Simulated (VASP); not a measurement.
# BN (P-6m2) in VASP: relaxation of cell and atoms with r2SCAN+rVV10

Aim: the relaxation of cell and atoms of BN with r2SCAN+rVV10.

All numbers are computed with VASP 6.6.1; they aren't measurements. Logs are shortened: lines on timing, memory, paths and dates and some standing lists are left out, and cuts for length are marked.

## 1. The cell of the first run

It takes space group P-6m2 (No. 187, hexagonal). Conventional cell: a = 2.506 Å, b = 2.506 Å, c = 6.597 Å, α = 90.00°, β = 90.00°, γ = 120.00°. B (site symmetry -6m2) has 3 N at 1.45 Å within 1.9 Å. B (site symmetry -6m2) has 3 N at 1.45 Å within 1.9 Å. Within 1.9 Å of N (site symmetry -6m2) lie 3 B at 1.45 Å. N (site symmetry -6m2) has 3 B at 1.45 Å within 1.9 Å.

## 2. Relaxation of cell and atoms, r2SCAN+rVV10

POSCAR

```
BN
1.0
    2.5061233398      0.0000000000      0.0000000000
   -1.2530616699      2.1703664773      0.0000000000
    0.0000000000      0.0000000000      6.5973607121
B N
2 2
Direct
    0.0000000000      0.0000000000      0.5000000000
    0.3333333333      0.6666666667      0.0000000000
    0.0000000000      0.0000000000      0.0000000000
    0.6666666667      0.3333333333      0.5000000000
```

INCAR.step1

```
SYSTEM = BN
  PREC = Accurate
  ENCUT = 600
  ISMEAR = -1
  SIGMA = 0.02
  LREAL = .False.
  LASPH = .True.
  NELM = 80
  GGA = PE
  ALGO = Normal
  EDIFF = 1E-4
  LWAVE = .True.
  LCHARG = .False.
```

INCAR.step2

```
SYSTEM = BN
  PREC = Accurate
  ENCUT = 600
  EDIFF = 1E-7
  ISMEAR = -1
  SIGMA = 0.02
  LREAL = .False.
  LASPH = .True.
  NELM = 80
  ALGO = Normal
  ISIF = 3
  LWAVE = .False.
  LCHARG = .False.
  METAGGA = R2SCAN
  LMIXTAU = .True.
  LUSE_VDW = .True.
  IVDW_NL = 2
  BPARAM = 11.95
  CPARAM = 0.0093
  IBRION = 2
  NSW = 80
  EDIFFG = -0.005
  ISTART = 1
```

KPOINTS

```
Automatic mesh
0
Gamma
  12 12 4
  0 0 0
```

Potentials or basis: VASP PAW PBE potentials, release 64 (B, N).

Command:

```sh
> cat potpaw_PBE.64/B/POTCAR potpaw_PBE.64/N/POTCAR > POTCAR
> cp INCAR.step1 INCAR
> mpirun -np 1 vasp_std > vasp.out
> cp INCAR.step2 INCAR
> mpirun -np 1 vasp_std > vasp.out
```

OUTCAR:

```text
SYSTEM = BN
   PREC = Accurate
   ENCUT = 600
   EDIFF = 1E-7
   ISMEAR = -1
   LREAL = .False.
   LASPH = .True.
   NELM = 80
   ISIF = 3
   METAGGA = R2SCAN
   IVDW_NL = 2
   BPARAM = 11.95
   IBRION = 2
   NSW = 80
   EDIFFG = -0.005
   ISTART = 1

 ion  position               nearest neighbor table
   1  0.000  0.000  0.500-   4 1.45   4 1.45   4 1.45
   2  0.333  0.667  0.000-   3 1.45   3 1.45   3 1.45
   3  0.000  0.000  0.000-   2 1.45   2 1.45   2 1.45
   4  0.667  0.333  0.500-   1 1.45   1 1.45   1 1.45

  LATTYP: Found a hexagonal cell.
 ALAT       =     2.5061233398
 C/A-ratio  =     2.6324964168

  Lattice vectors:

 A1 = (   2.5061233398,   0.0000000000,   0.0000000000)
 A2 = (  -1.2530616699,   2.1703664773,   0.0000000000)
 A3 = (   0.0000000000,   0.0000000000,   6.5973607121)

Analysis of symmetry for initial positions (statically):
=====================================================================
 Subroutine PRICEL returns:
 Original cell was already a primitive cell.

 Routine SETGRP: Setting up the symmetry group for a
 hexagonal supercell.

 Subroutine GETGRP returns: Found 12 space group operations
 (whereof 12 operations were pure point group operations)
 out of a pool of 24 trial point group operations.

The static configuration has the point symmetry D_3h.

Analysis of symmetry for dynamics (positions and initial velocities):
=====================================================================
 Subroutine PRICEL returns:
 Original cell was already a primitive cell.

 Routine SETGRP: Setting up the symmetry group for a
 hexagonal supercell.

 Subroutine GETGRP returns: Found 12 space group operations
 (whereof 12 operations were pure point group operations)
 out of a pool of 24 trial point group operations.

The dynamic configuration has the point symmetry D_3h.

 Subroutine INISYM returns: Found 12 space group operations
 (whereof 12 operations are pure point group operations),
 and found     1 'primitive' translations

----------------------------------------------------------------------------------------

                                     Primitive cell

  volume of cell :      35.8844

  direct lattice vectors                    reciprocal lattice vectors
     2.506123340  0.000000000  0.000000000     0.399022659  0.230375840  0.000000000
    -1.253061670  2.170366477  0.000000000     0.000000000  0.460751680  0.000000000
     0.000000000  0.000000000  6.597360712     0.000000000  0.000000000  0.151575765

  length of vectors
     2.506123340  2.506123340  6.597360712     0.460751680  0.460751680  0.151575765

  position of ions in fractional coordinates (direct lattice)
     0.000000000  0.000000000  0.500000000
     0.333333333  0.666666667  0.000000000
     0.000000000  0.000000000  0.000000000
     0.666666667  0.333333333  0.500000000

  ion indices of the primitive-cell ions
   primitive index   ion index
                 1           1
                 2           2
                 3           3
                 4           4

----------------------------------------------------------------------------------------

 KPOINTS: Automatic mesh

Automatic generation of k-mesh.
 Grid dimensions read from file:
 generate k-points for:   12   12    4

 Generating k-lattice:

  Cartesian coordinates                     Fractional coordinates (reciprocal lattice)
     0.033251888  0.019197987  0.000000000     0.083333333 -0.000000000  0.000000000
     0.000000000  0.038395973  0.000000000     0.000000000  0.083333333  0.000000000
     0.000000000  0.000000000  0.037893941     0.000000000  0.000000000  0.250000000

  Length of vectors
     0.038395973  0.038395973  0.037893941

  Shift w.r.t. Gamma in fractional coordinates (k-lattice)
     0.000000000  0.000000000  0.000000000

 Subroutine IBZKPT returns following result:
 ===========================================

 Found     57 irreducible k-points:

 Following reciprocal coordinates:
            Coordinates               Weight
  0.000000  0.000000  0.000000      1.000000
  0.083333  0.000000  0.000000      6.000000
  0.166667  0.000000  0.000000      6.000000
  0.250000  0.000000  0.000000      6.000000
  0.333333  0.000000  0.000000      6.000000
  0.416667  0.000000  0.000000      6.000000
[... 16 lines left out ...]
  0.250000  0.000000  0.250000     12.000000
  0.333333  0.000000  0.250000     12.000000
 [... further k-points ...]
   k-points           NKPTS =     57   k-points in BZ     NKDIM =     57   number of bands    NBANDS=     12
   number of dos      NEDOS =    301   number of ions     NIONS =      4
   total plane-waves  NPLWV =  21600
   dimension x,y,z NGX =    20 NGY =   20 NGZ =   54
   dimension x,y,z NGXF=    40 NGYF=   40 NGZF=  108
   ions per type =               2   2
   NGX,Y,Z   is equivalent  to a cutoff of  13.27, 13.27, 13.61 a.u.
   NGXF,Y,Z  is equivalent  to a cutoff of  26.53, 26.53, 27.21 a.u.
 SYSTEM =  BN
   PREC   = accura    normal or accurate (medium, high low for compatibility)
   ISTART =      1    job   : 0-new  1-cont  2-samecut
   ICHARG =      0    charge: 1-file 2-atom 10-const
   ISPIN  =      1    spin polarized calculation?
   LNONCOLLINEAR =      F non collinear calculations
   LSORBIT =      F    spin-orbit coupling
   LASPH  =      T    aspherical Exc in radial PAW
   ENCUT  =  600.0 eV  44.10 Ry    6.64 a.u.   5.01  5.01 13.18*2*pi/ulx,y,z
   NELM   =     80;   NELMIN=  2; NELMDL=  0     # of ELM steps
   EDIFF  = 0.1E-06   stopping-criterion for ELM
   LREAL  =      F    real-space projection
   EDIFFG = -.5E-02   stopping-criterion for IOM
   NSW    =     80    number of steps for IOM
   IBRION =      2    ionic relax: 0-MD 1-quasi-New 2-CG
   NFREE  =      1    steps in history (QN), initial steepest desc. (CG)
   ISIF   =      3    stress and relaxation
   ISYM   =      2    0-nonsym 1-usesym 2-fastsym
   POTIM  = 0.5000    time-step for ionic-motion
   TEBEG  =    0.0;   TEEND  =   0.0 temperature during run
   PSTRESS=    0.0 pullay stress
   NELECT =      16.0000    total number of electrons
   NUPDOWN=      -1.0000    fix difference up-down
   EMIN   =  10.00;   EMAX   =-10.00  energy-range for DOS
   EFERMI =   0.00;   METHOD = LEGACY
   ISMEAR =    -1;   SIGMA  =   0.02  broadening in eV -4-tet -1-fermi 0-gaus
   EFERMI_NEDOS =   21; number of points for ismear=-14 and -15
   IALGO  =     38    algorithm
   IMIX   =      4    mixing-type and parameters
     AMIX     =   0.40;   BMIX     =  1.00
     AMIX_MAG =   1.60;   BMIX_MAG =  1.00
  volume/ion in A,a.u.               =       8.97        60.54
  Fermi-wavevector in a.u.,A,eV,Ry     =   1.250680  2.363443 21.282243  1.564201
  Thomas-Fermi vector in A             =   2.384663
   LORBIT       =      0    0 simple, 1 ext, 2 COOP (PROOUT), +10 PAW based schemes
   METAGGA = R2SCAN    functional components
   LHFCALC =     F    Hartree Fock is set to
   AEXX    =    0.0000 exact exchange contribution
   IVDW_NL    =     2    kernel type
   BPARAM     =11.9500
   IVDW    =     0    specifies the selected vdW correction
   LEPSILON=     F    determine dielectric tensor
   LRPA    =     F    only Hartree local field effects (RPA)
 conjugate gradient relaxation of ions
 non-spin polarized calculation
  energy-cutoff  :      600.00
  volume of cell :       35.88
 maximum number of plane-waves:      1224
 NGX is ok and might be reduce to    20
   NGX =  9   NGY =  9   NGZ = 27

--------------------------------------- Ionic step        1  -------------------------------------------

 number of electron      15.9999999 magnetization

 Free energy of the ion-electron system (eV)
  ---------------------------------------------------
  ext. energy  EPLUGINS =         0.00000000
  ---------------------------------------------------
  free energy    TOTEN  =       -38.24944296 eV

  energy without entropy =      -38.24944296  energy(sigma->0) =      -38.24944296

------------------------ aborting loop because EDIFF is reached ----------------------------------------

  FORCE on cell =-STRESS in cart. coord.  units (eV):
  Direction    XX          YY          ZZ          XY          YZ          ZX
  --------------------------------------------------------------------------------------
  -------------------------------------------------------------------------------------
  Total       -0.4100120     -0.4100120     -0.1489721      0.0000000      0.0000000     -0.0000000
  in kB      -18.3063369    -18.3063369     -6.6513500      0.0000000      0.0000000     -0.0000000
  external PRESSURE =     -14.4213413 kB  Pullay stress =       0.0000000 kB
[... 175 lines left out ...]
  energy  without entropy=      -38.2510082333  energy(sigma->0) =      -38.25100823

--------------------------------------- Ionic step        6  -------------------------------------------

 number of electron      15.9999998 magnetization

 Free energy of the ion-electron system (eV)
  ---------------------------------------------------
  ext. energy  EPLUGINS =         0.00000000
  ---------------------------------------------------
  free energy    TOTEN  =       -38.25156001 eV

  energy without entropy =      -38.25156001  energy(sigma->0) =      -38.25156001

 E-fermi :   2.6790     XC(G=0): -10.9761

 val. band max:        2.2646737784   @ k =   0.3333   0.3333   0.5000
 cond. band min:       7.1548006453   @ k =   0.5000   0.0000   0.0000
 fundamental gap:      4.8901268669
 Fermi energy:         2.6789946134

 k-point     1 :       0.0000    0.0000    0.0000
  band No.  band energies     occupation
      1     -16.6418      2.00000
      2     -16.2761      2.00000
      3      -4.3098      2.00000
      4      -1.8573      2.00000
      5       0.8160      2.00000
      6       0.8160      2.00000
      7       0.9399      2.00000
      8       0.9399      2.00000
      9       7.9049      0.00000
     10      13.4997      0.00000
     11      14.5159      0.00000
     12      14.5159      0.00000
[... 331 lines left out ...]
 k-point    24 :       0.3333    0.0000    0.2500
  band No.  band energies     occupation
      1     -14.5439      2.00000
      2     -14.3325      2.00000
      3      -5.0256      2.00000
      4      -4.8756      2.00000
      5      -1.5355      2.00000
      6      -1.4058      2.00000
      7      -1.0981      2.00000
      8       0.2613      2.00000
      9       9.6703      0.00000
     10      10.3268      0.00000
     11      11.9600      0.00000
     12      13.2067      0.00000

 [... further k-points ...]

------------------------ aborting loop because EDIFF is reached ----------------------------------------

  FORCE on cell =-STRESS in cart. coord.  units (eV):
  Direction    XX          YY          ZZ          XY          YZ          ZX
  --------------------------------------------------------------------------------------
  -------------------------------------------------------------------------------------
  Total        0.0099907      0.0099907     -0.0153152      0.0000000     -0.0000000      0.0000000
  in kB        0.4553027      0.4553027     -0.6979508      0.0000000     -0.0000000      0.0000000
  external PRESSURE =       0.0708849 kB  Pullay stress =       0.0000000 kB
[... 19 lines left out ...]
  FREE ENERGIE OF THE ION-ELECTRON SYSTEM (eV)
  ---------------------------------------------------
  free  energy   TOTEN  =       -38.2515600091 eV

  energy  without entropy=      -38.2515600091  energy(sigma->0) =      -38.25156001

 reached required accuracy - stopping structural energy minimisation
```

It took 9.7 min on 1 thread of Intel Xeon Platinum 8488C (Sapphire Rapids), shared host; peak memory 0.26 GiB.

Results:

- Free energy: -38.2516 eV
- Relaxed volume: 8.79 Å³/atom
- Relaxed cell: a = 2.502 Å, b = 2.502 Å, c = 6.486 Å, α = 90.00°, β = 90.00°, γ = 120.00°
- Space group after relaxing (to 0.1 Å): P-6m2 (No. 187)
- Energy gained by relaxing: 0.5 meV/atom
- Ionic steps: 6
- Pressure after relaxing: 0.0 GPa
- Band gap on the k mesh: 4.89 eV (least direct gap 5.10 eV)

Stress tensor (GPa, compression positive):
```
 0.05  0.00  0.00
 0.00  0.05  0.00
 0.00  0.00 -0.07
```

The path:
```
step  energy change (eV)  largest force (eV/Å)  pressure (GPa)  volume (Å³)
   1              0.0000                0.0000           -1.44        35.88
   2              0.0018                0.0000            2.30        35.47
   3             -0.0008                0.0000           -0.13        35.74
   4             -0.0010                0.0000           -0.12        35.68
   5             -0.0016                0.0000           -0.08        35.50
   6             -0.0021                0.0000            0.01        35.16
```

Final structure:
```
CELL_PARAMETERS angstrom
2.50185 0.00000 0.00000
-1.25093 2.16667 0.00000
0.00000 0.00000 6.48564
ATOMIC_POSITIONS crystal
B 0.00000 0.00000 0.50000
B 0.33333 0.66667 0.00000
N 0.00000 0.00000 0.00000
N 0.66667 0.33333 0.50000
```

Caveat: the PAW data sets were made with another functional, which shifts forces and pressure a little. r2SCAN opens gaps a little over a GGA but as a rule still falls short of measured ones.
